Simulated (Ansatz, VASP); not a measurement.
**MgS in VASP and in Ansatz**

Contents of INCAR:

```
SYSTEM = MgS
ALGO = Normal ; EDIFF = 1E-7
EDIFFG = -0.002 ; ENCUT = 600
GGA = PE ; GGA_COMPAT = .FALSE.
IBRION = 2 ; ISIF = 3
ISMEAR = 0 ; LASPH = .TRUE.
LCHARG = .FALSE. ; LREAL = .FALSE.
LWAVE = .FALSE. ; NELM = 120
NELMIN = 4 ; NSW = 100
PREC = Accurate ; SIGMA = 0.02
```

Contents of KPOINTS:

```
k-points
0
G
  8 8 8
  0 0 0
```

File POSCAR:

```
MgS
1.0
    0.0000000000      2.5950000000      2.5950000000
    2.5950000000      0.0000000000      2.5950000000
    2.5950000000      2.5950000000      0.0000000000
Mg S
1 1
Direct
    0.0000000000      0.0000000000      0.0000000000
    0.5000000000      0.5000000000      0.5000000000
```

Input for Ansatz:

```yaml
crystal:
  lattice:
    - [0.0, 2.595, 2.595]
    - [2.595, 0.0, 2.595]
    - [2.595, 2.595, 0.0]
  atoms:
    - { symbol: Mg, position: [0.0, 0.0, 0.0] }
    - { symbol: S, position: [0.5, 0.5, 0.5] }
basis:
  ecutwfc: 420
kpoints:
  mp_grid: { grid: [8, 8, 8] }
hamiltonian:
  xc: pbe
  pseudopotentials: { kind: paw, azcp: { folder: soft_1 } }
scf:
  occupations: { method: gaussian, width: 0.02 }
output:
  forces: true
  stress: true
  eigenvalues: true
  write_density: true
  write_potential: true
  elf: true
  volumetric_format: npy
relax:
  adjacent_minimum: "off"
  f_tol: 0.002
  max_steps: 80
  cell: { stress_tol: 0.02 }
```

Alike in both runs: task relaxation of cell and atoms; functional PBE; k mesh 8 × 8 × 8; occupations gaussian, width 0.02 eV; no spin polarisation.

|  | VASP | Ansatz |
| --- | --- | --- |
| version | VASP 6.6.1 | Ansatz 0.2.0 |
| potentials or method | VASP PAW PBE potentials, release 64 (Mg, S), cutoff 600 eV | scalar-relativistic, plane waves, PAW |
| valence electrons in the cell | 8 | 16 |

VASP gave:

| Property | Result |
| --- | --- |
| gap on the k mesh at the Fermi level, each at its own relaxed structure (eV) | 2.75 |
| relaxed volume (Å³/atom) | 17.81 |
| relaxed cell length with the largest relative difference (Å) | 3.693 |

Problem. Which values does Ansatz return?

Solution. gap on the k mesh at the Fermi level, each at its own relaxed structure (eV): 2.76; relaxed volume (Å³/atom): 17.88; relaxed cell length with the largest relative difference (Å): 3.698.

VASP's potentials hold 8 valence electrons a cell and Ansatz's 16, so a difference there can come from the potentials and not from the codes.
